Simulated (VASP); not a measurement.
Input of a VASP 6.6.1 run:

Contents of INCAR:

```
PREC = Accurate ; ENCUT = 520
EDIFF = 1E-6 ; ISMEAR = -1
SIGMA = 0.05 ; LREAL = False
LASPH = True ; NELM = 150
ALGO = Normal ; ISIF = 2
LWAVE = False ; LCHARG = True
ISPIN = 2 ; MAGMOM = 2.5 2.5 2.5 2.5
LORBIT = 11 ; LMAXMIX = 4
LELF = True ; LVHAR = True
NBANDS = 28
```

File KPOINTS:

```
regular mesh
0
Gamma
  17 17 5
```

POSCAR

```
Fe
1.0
    2.4882742446      0.0000000000      0.0000000000
   -1.2441371223      2.1549087074      0.0000000000
    0.0000000000      0.0000000000      8.0101435945
Fe
4
Direct
    1.0000000000      1.0000000000      0.0000000000
    0.0000000000      0.0000000000      0.5000000000
    0.3333333333      0.6666666667      0.2500000000
    0.6666666667      0.3333333333      0.7500000000
```

Potentials or basis: VASP PAW LDA potentials, release 64 (Fe).

The run is started by

```sh
$ cat potpaw_LDA.64/Fe/POTCAR > POTCAR
$ mpirun -np 1 vasp_std > vasp.out
```

Problem. Estimate the net moment.

Solution. 0.84 μB per cell.

Problem. What does it give for the pressure?

Solution. -29.7 GPa.

Problem. Estimate the site moments.

Solution. Fe -0.07, +0.48 (each value once) μB.

Stress tensor (GPa, compression positive):
```
-29.58   0.00   0.00
  0.00 -29.58   0.00
  0.00   0.00 -29.85
```

Caveat: the cell stands under tension.
